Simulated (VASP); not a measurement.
# Ca3As2 (P6/mmm) in VASP: a series of runs, part 2 of 2

VASP 6.6.1. The steps go on from the part before.

### Step 4. Relaxation of cell and atoms, PBE

This run uses another cell than the first one, of 37.86 Å³/atom.

The input, INCAR:

```
SYSTEM = Ca3As2
ALGO     = Normal         ! electronic algorithm
EDIFF    = 1E-7           ! SCF threshold, eV
EDIFFG   = -0.04          ! ionic threshold
ENCUT    = 600            ! plane-wave cutoff, eV
GGA      = PE             ! functional
IBRION   = 2              ! ionic algorithm
ISIF     = 3              ! what is computed and relaxed
ISMEAR   = 0              ! smearing method
LASPH    = .True.         ! aspherical terms in the spheres
LCHARG   = .False.        ! write CHGCAR
LREAL    = .False.        ! projectors in reciprocal space
LWAVE    = .False.        ! write WAVECAR
NELM     = 60             ! most SCF steps
NSW      = 90             ! ionic steps
PREC     = Accurate       ! precision mode
SIGMA    = 0.1            ! smearing width, eV
```

The input, KPOINTS:

```
k-points
0
Gamma
  6 6 2
  0 0 0
```

The input, POSCAR:

```
Ca3As2
1.0
    5.2182421200      0.0000000000      0.0000000000
   -2.6091210600      4.5191302400      0.0000000000
    0.0000000000      0.0000000000      8.0273760100
Ca As
3 2
Direct
    0.5000000000      0.0000000000      0.0000000000
    0.0000000000      0.5000000000      0.0000000000
    0.5000000000      0.5000000000      0.0000000000
    0.0000000000      0.0000000000      0.1807863200
    0.0000000000      0.0000000000      0.8192136800
```

Potentials or basis: VASP PAW PBE potentials, release 64 (Ca_sv, As).

Started as:

```bash
$ cat potpaw_PBE.64/Ca_sv/POTCAR potpaw_PBE.64/As/POTCAR > POTCAR
$ mpirun -np 1 vasp_std > vasp.out
```

OUTCAR:

```text
SYSTEM = Ca3As2
   EDIFF = 1E-7
   EDIFFG = -0.04
   ENCUT = 600
   GGA = PE
   IBRION = 2
   ISIF = 3
   ISMEAR = 0
   LASPH = .True.
   LREAL = .False.
   NELM = 60
   NSW = 90
   PREC = Accurate

 ion  position               nearest neighbor table
   1  0.500  0.000  0.000-   2 2.61   3 2.61   3 2.61   2 2.61   4 2.99   4 2.99   5 2.99   5 2.99

   2  0.000  0.500  0.000-   3 2.61   3 2.61   1 2.61   1 2.61   4 2.99   5 2.99   4 2.99   5 2.99

   3  0.500  0.500  0.000-   2 2.61   2 2.61   1 2.61   1 2.61   4 2.99   5 2.99   4 2.99   5 2.99

   4  0.000  0.000  0.181-   5 2.90   1 2.99   1 2.99   2 2.99   2 2.99   3 2.99   3 2.99
   5  0.000  0.000  0.819-   4 2.90   1 2.99   1 2.99   2 2.99   2 2.99   3 2.99   3 2.99

  LATTYP: Found a hexagonal cell.
 ALAT       =     5.2182421200
 C/A-ratio  =     1.5383295419

  Lattice vectors:

 A1 = (   5.2182421200,   0.0000000000,   0.0000000000)
 A2 = (  -2.6091210600,   4.5191302400,   0.0000000000)
 A3 = (   0.0000000000,   0.0000000000,   8.0273760100)

Analysis of symmetry for initial positions (statically):
=====================================================================
 Subroutine PRICEL returns:
 Original cell was already a primitive cell.

 Routine SETGRP: Setting up the symmetry group for a
 hexagonal supercell.

 Subroutine GETGRP returns: Found 24 space group operations
 (whereof 24 operations were pure point group operations)
 out of a pool of 24 trial point group operations.

The static configuration has the point symmetry D_6h.

Analysis of symmetry for dynamics (positions and initial velocities):
=====================================================================
 Subroutine PRICEL returns:
 Original cell was already a primitive cell.

 Routine SETGRP: Setting up the symmetry group for a
 hexagonal supercell.

 Subroutine GETGRP returns: Found 24 space group operations
 (whereof 24 operations were pure point group operations)
 out of a pool of 24 trial point group operations.

The dynamic configuration has the point symmetry D_6h.

 Subroutine INISYM returns: Found 24 space group operations
 (whereof 24 operations are pure point group operations),
 and found     1 'primitive' translations

----------------------------------------------------------------------------------------

                                     Primitive cell

  volume of cell :     189.3009

  direct lattice vectors                    reciprocal lattice vectors
     5.218242120  0.000000000  0.000000000     0.191635416  0.110640759  0.000000000
    -2.609121060  4.519130240  0.000000000     0.000000000  0.221281518  0.000000000
     0.000000000  0.000000000  8.027376010     0.000000000  0.000000000  0.124573709

  length of vectors
     5.218242120  5.218242121  8.027376010     0.221281518  0.221281518  0.124573709

  position of ions in fractional coordinates (direct lattice)
     0.500000000  0.000000000  0.000000000
     0.000000000  0.500000000  0.000000000
     0.500000000  0.500000000  0.000000000
     0.000000000  0.000000000  0.180786320
     0.000000000  0.000000000  0.819213680

  ion indices of the primitive-cell ions
   primitive index   ion index
                 1           1
                 2           2
                 3           3
                 4           4
                 5           5

----------------------------------------------------------------------------------------

 KPOINTS: k-points

Automatic generation of k-mesh.
 Grid dimensions read from file:
 generate k-points for:    6    6    2

 Generating k-lattice:

  Cartesian coordinates                     Fractional coordinates (reciprocal lattice)
     0.031939236  0.018440127  0.000000000     0.166666667  0.000000000  0.000000000
     0.000000000  0.036880253  0.000000000     0.000000000  0.166666667  0.000000000
     0.000000000  0.000000000  0.062286854     0.000000000  0.000000000  0.500000000

  Length of vectors
     0.036880253  0.036880253  0.062286854

  Shift w.r.t. Gamma in fractional coordinates (k-lattice)
     0.000000000  0.000000000  0.000000000

 Subroutine IBZKPT returns following result:
 ===========================================

 Found     14 irreducible k-points:

 Following reciprocal coordinates:
            Coordinates               Weight
  0.000000  0.000000  0.000000      1.000000
  0.166667 -0.000000  0.000000      6.000000
  0.333333 -0.000000  0.000000      6.000000
  0.500000 -0.000000  0.000000      3.000000
  0.166667  0.166667  0.000000      6.000000
  0.333333  0.166667  0.000000     12.000000
  0.333333  0.333333  0.000000      2.000000
  0.000000  0.000000  0.500000      1.000000
  0.166667 -0.000000  0.500000      6.000000
  0.333333 -0.000000  0.500000      6.000000
  0.500000 -0.000000  0.500000      3.000000
  0.166667  0.166667  0.500000      6.000000
  0.333333  0.166667  0.500000     12.000000
  0.333333  0.333333  0.500000      2.000000
   k-points           NKPTS =     14   k-points in BZ     NKDIM =     14   number of bands    NBANDS=     24
   number of dos      NEDOS =    301   number of ions     NIONS =      5
   total plane-waves  NPLWV = 112896
   dimension x,y,z NGX =    42 NGY =   42 NGZ =   64
   dimension x,y,z NGXF=    84 NGYF=   84 NGZF=  128
   ions per type =               3   2
   NGX,Y,Z   is equivalent  to a cutoff of  13.38, 13.38, 13.25 a.u.
   NGXF,Y,Z  is equivalent  to a cutoff of  26.76, 26.76, 26.51 a.u.
 SYSTEM =  Ca3As2
   PREC   = accura    normal or accurate (medium, high low for compatibility)
   ISTART =      0    job   : 0-new  1-cont  2-samecut
   ICHARG =      2    charge: 1-file 2-atom 10-const
   ISPIN  =      1    spin polarized calculation?
   LNONCOLLINEAR =      F non collinear calculations
   LSORBIT =      F    spin-orbit coupling
   LASPH  =      T    aspherical Exc in radial PAW
   ENCUT  =  600.0 eV  44.10 Ry    6.64 a.u.  10.42 10.42 16.03*2*pi/ulx,y,z
   NELM   =     60;   NELMIN=  2; NELMDL= -5     # of ELM steps
   EDIFF  = 0.1E-06   stopping-criterion for ELM
   LREAL  =      F    real-space projection
   EDIFFG = -.4E-01   stopping-criterion for IOM
   NSW    =     90    number of steps for IOM
   IBRION =      2    ionic relax: 0-MD 1-quasi-New 2-CG
   NFREE  =      1    steps in history (QN), initial steepest desc. (CG)
   ISIF   =      3    stress and relaxation
   ISYM   =      2    0-nonsym 1-usesym 2-fastsym
   POTIM  = 0.5000    time-step for ionic-motion
   TEBEG  =    0.0;   TEEND  =   0.0 temperature during run
   PSTRESS=    0.0 pullay stress
   NELECT =      40.0000    total number of electrons
   NUPDOWN=      -1.0000    fix difference up-down
   EMIN   =  10.00;   EMAX   =-10.00  energy-range for DOS
   EFERMI =   0.00;   METHOD = LEGACY
   ISMEAR =     0;   SIGMA  =   0.10  broadening in eV -4-tet -1-fermi 0-gaus
   EFERMI_NEDOS =   21; number of points for ismear=-14 and -15
   IALGO  =     38    algorithm
   IMIX   =      4    mixing-type and parameters
     AMIX     =   0.40;   BMIX     =  1.00
     AMIX_MAG =   1.60;   BMIX_MAG =  1.00
  volume/ion in A,a.u.               =      37.86       255.49
  Fermi-wavevector in a.u.,A,eV,Ry     =   0.975088  1.842650 12.936380  0.950797
  Thomas-Fermi vector in A             =   2.105600
   LORBIT       =      0    0 simple, 1 ext, 2 COOP (PROOUT), +10 PAW based schemes
   GGA     = PE    functional components
   LHFCALC =     F    Hartree Fock is set to
   AEXX    =    0.0000 exact exchange contribution
   IVDW    =     0    specifies the selected vdW correction
   LEPSILON=     F    determine dielectric tensor
   LRPA    =     F    only Hartree local field effects (RPA)
 conjugate gradient relaxation of ions
 non-spin polarized calculation
 Gauss-broadening in eV      SIGMA  =   0.10
  energy-cutoff  :      600.00
  volume of cell :      189.30
 maximum number of plane-waves:      6380
 NGX is ok and might be reduce to    42
   NGX = 21   NGY = 21   NGZ = 33

--------------------------------------- Ionic step        1  -------------------------------------------

 number of electron      39.9999996 magnetization

 Free energy of the ion-electron system (eV)
  ---------------------------------------------------
  ext. energy  EPLUGINS =         0.00000000
  ---------------------------------------------------
  free energy    TOTEN  =       -11.61454931 eV

  energy without entropy =      -11.59094652  energy(sigma->0) =      -11.60274791

------------------------ aborting loop because EDIFF is reached ----------------------------------------

  FORCE on cell =-STRESS in cart. coord.  units (eV):
  Direction    XX          YY          ZZ          XY          YZ          ZX
  --------------------------------------------------------------------------------------
  -------------------------------------------------------------------------------------
  Total       15.1824824     15.1824824     -3.2867025      0.0000000     -0.0000000      0.0000000
  in kB      128.4992753    128.4992753    -27.8175121      0.0000000     -0.0000000      0.0000000
  external PRESSURE =      76.3936795 kB  Pullay stress =       0.0000000 kB
[... 219 lines left out ...]
  energy  without entropy=      -14.5368675110  energy(sigma->0) =      -14.54130978

--------------------------------------- Ionic step        7  -------------------------------------------

 number of electron      39.9999996 magnetization

 Free energy of the ion-electron system (eV)
  ---------------------------------------------------
  ext. energy  EPLUGINS =         0.00000000
  ---------------------------------------------------
  free energy    TOTEN  =       -14.54802926 eV

  energy without entropy =      -14.53934122  energy(sigma->0) =      -14.54368524

 E-fermi :   0.3416     XC(G=0):  -6.1429

 val. band max:       -0.0607682339   @ k =   0.5000  -0.0000   0.5000
 cond. band min:       0.3550350026   @ k =   0.3333   0.3333   0.0000
 fundamental gap:      0.4158032365
 Fermi energy:         0.3416112462

 k-point     1 :       0.0000    0.0000    0.0000
  band No.  band energies     occupation
      1     -41.5150      2.00000
      2     -41.3895      2.00000
      3     -41.3895      2.00000
      4     -23.1175      2.00000
      5     -22.6524      2.00000
      6     -22.6524      2.00000
[... 399 lines left out ...]
  FREE ENERGIE OF THE ION-ELECTRON SYSTEM (eV)
  ---------------------------------------------------
  free  energy   TOTEN  =       -14.5480292557 eV

  energy  without entropy=      -14.5393412162  energy(sigma->0) =      -14.54368524

 reached required accuracy - stopping structural energy minimisation
```

It took 4.7 min on 1 thread of Intel Xeon 6975P-C (Granite Rapids), shared host; peak memory 0.38 GiB.

What came out:

```
Free energy                           : -14.5480 eV
Relaxed volume                        : 49.71 Å³/atom
Relaxed cell                          : a = 6.164 Å, b = 6.164 Å, c = 7.552 Å, α = 90.00°, β = 90.00°, γ = 120.00°
Space group after relaxing (to 0.1 Å) : P6/mmm (No. 191)
Energy gained by relaxing             : 586.7 meV/atom
Ionic steps                           : 7
Pressure after relaxing               : 0.0 GPa
Largest force after relaxing          : 0.009 eV/Å
Band gap on the k mesh                : zero (bands 20 and 21 overlap by 0.02 eV)
```

Forces in eV/Å, atoms in the order of the input:
```
Ca   0.000  0.000  0.000
Ca   0.000  0.000  0.000
Ca   0.000  0.000  0.000
As   0.000  0.000 -0.009
As   0.000  0.000  0.009
```

The path:
| step | energy change (eV) | largest force (eV/Å) | pressure (GPa) | volume (Å³) |
| --- | --- | --- | --- | --- |
| 1 | 0.0000 | 1.1178 | 7.64 | 189.30 |
| 2 | -2.7483 | 1.0825 | 0.53 | 240.93 |
| 3 | -2.8755 | 0.7578 | -0.80 | 258.62 |
| 4 | -2.8768 | 0.8025 | -0.66 | 256.44 |
| 5 | -2.9302 | 0.1260 | -0.11 | 249.91 |
| 6 | -2.9312 | 0.0012 | -0.18 | 250.64 |
| 7 | -2.9335 | 0.0087 | -0.02 | 248.53 |

Final structure:
```
Ca As
1.0
     6.16429    0.00000    0.00000
    -3.08214    5.33843    0.00000
     0.00000    0.00000    7.55227
Ca As
3 2
Direct
  0.50000 0.00000 0.00000
  0.00000 0.50000 0.00000
  0.50000 0.50000 0.00000
  0.00000 0.00000 0.16720
  0.00000 0.00000 0.83280
```

Caveat: the k points lie up to 0.42 Å⁻¹ apart in the final cell; the volume moved by over 15 % at a fixed basis, so the end points are rough.

### Step 5. Relaxation of cell and atoms, PBE

The input, INCAR:

```
SYSTEM = Ca3As2
ALGO = Fast
EDIFF = 1E-7
EDIFFG = -0.01
ENCUT = 600
GGA = PE
IBRION = 2
ISIF = 3
ISMEAR = 0
LASPH = .TRUE.
LCHARG = .FALSE.
LREAL = .FALSE.
LWAVE = .FALSE.
NELM = 60
NSW = 100
PREC = Accurate
SIGMA = 0.1
```

The input, KPOINTS:

```
k-points
0
G
  6 6 6
  0 0 0
```

The input, POSCAR:

```
Ca3As2
1.0
    6.1538227544      0.0000000000      0.0000000000
   -3.0769113772      5.3293668357      0.0000000000
    0.0000000000      0.0000000000      6.2964839155
Ca As
3 2
Direct
    0.5000000000      0.0000000000      0.0000000000
    0.0000000000      0.5000000000      0.0000000000
    0.5000000000      0.5000000000      0.0000000000
    0.0000000000      0.0000000000      0.2010011614
    0.0000000000      0.0000000000      0.7989988386
```

Started as:

```bash
$ cat potpaw_PBE.64/Ca_sv/POTCAR potpaw_PBE.64/As/POTCAR > POTCAR
$ mpirun -np 1 vasp_std > vasp.out
```

Wall time 4.1 min (1 thread of Intel Xeon 6975P-C (Granite Rapids), shared host); peak memory 0.47 GiB.

It converged, with:

```
Free energy                           : -14.5781 eV
Relaxed volume                        : 41.41 Å³/atom
Relaxed cell                          : a = 6.159 Å, b = 6.159 Å, c = 6.301 Å, α = 90.00°, β = 90.00°, γ = 120.00°
Space group after relaxing (to 0.1 Å) : P6/mmm (No. 191)
Energy gained by relaxing             : 0.0 meV/atom
Ionic steps                           : 2
Pressure after relaxing               : 0.0 GPa
Largest force after relaxing          : 0.004 eV/Å
Band gap on the k mesh                : zero (bands 20 and 21 overlap by 0.12 eV)
```

Forces on the atoms (eV/Å):
```
Ca   0.000  0.000  0.000
Ca   0.000  0.000  0.000
Ca   0.000  0.000  0.000
As   0.000  0.000 -0.004
As   0.000  0.000  0.004
```

The path:
```csv
step,energy change (eV),largest force (eV/Å),pressure (GPa),volume (Å³)
1,0.0000,0.0342,0.07,206.50
2,-0.0002,0.0038,0.00,207.03
```

Final structure:
```yaml
crystal:
  lattice:
    - [6.15940, 0.00000, 0.00000]
    - [-3.07970, 5.33420, 0.00000]
    - [0.00000, 0.00000, 6.30125]
  atoms:
    - { symbol: Ca, position: [0.50000, 0.00000, 0.00000] }
    - { symbol: Ca, position: [0.00000, 0.50000, 0.00000] }
    - { symbol: Ca, position: [0.50000, 0.50000, 0.00000] }
    - { symbol: As, position: [0.00000, 0.00000, 0.20126] }
    - { symbol: As, position: [0.00000, 0.00000, 0.79874] }
```

Levels at points of the mesh, in eV from the Fermi level:
```csv
k point,band 17,band 18,band 19,band 20,band 21,band 22,band 23,band 24
"(0.00, 0.00, 0.00)",-2.17,-2.11,-0.66,-0.66,0.42,0.42,0.43,0.98
"(0.50, 0.00, 0.00)",-2.60,-0.41,-0.41,-0.41,-0.03,0.84,1.19,1.87
"(0.00, 0.00, 0.50)",-2.01,-1.49,-0.94,-0.94,0.32,0.46,0.46,0.95
"(0.50, 0.00, 0.50)",-1.33,-1.02,-0.77,-0.37,0.20,0.57,1.49,1.79
```

### Step 6. Summary

| task | cell | k mesh | cutoff (eV) | gap on the mesh (eV) | pressure (GPa) | relaxed volume (Å³/atom) | largest force (eV/Å) |
| --- | --- | --- | --- | --- | --- | --- | --- |
| single point | a = 6.154, b = 6.154, c = 6.296 Å, angles 90.0, 90.0, 120.0°, 5 atoms, atomic positions A | 6 × 6 × 6 | 520 | none | 0.1 | - | 0.03 |
| relaxation of cell and atoms | relaxed from a = 5.218, b = 5.218, c = 8.027 Å, angles 90.0, 90.0, 120.0°, 5 atoms, atomic positions B | 6 × 6 × 2 | 600 | none | 0.0 | 49.71 | 0.01 |
| relaxation of cell and atoms | relaxed from a = 6.154, b = 6.154, c = 6.296 Å, angles 90.0, 90.0, 120.0°, 5 atoms, atomic positions A | 6 × 6 × 6 | 600 | none | 0.0 | 41.41 | - |

Alike in all rows: level PBE; potentials or basis VASP PAW PBE potentials, release 64 (Ca_sv, As); no spin polarisation; smearing gaussian 0.1 eV.

Caveats: some runs use coarse meshes; the volume moved by over 15 % at a fixed basis, so the end points are rough (at least some runs).

Total energies depend on the potentials used, so only differences within one code and one set of settings carry meaning.
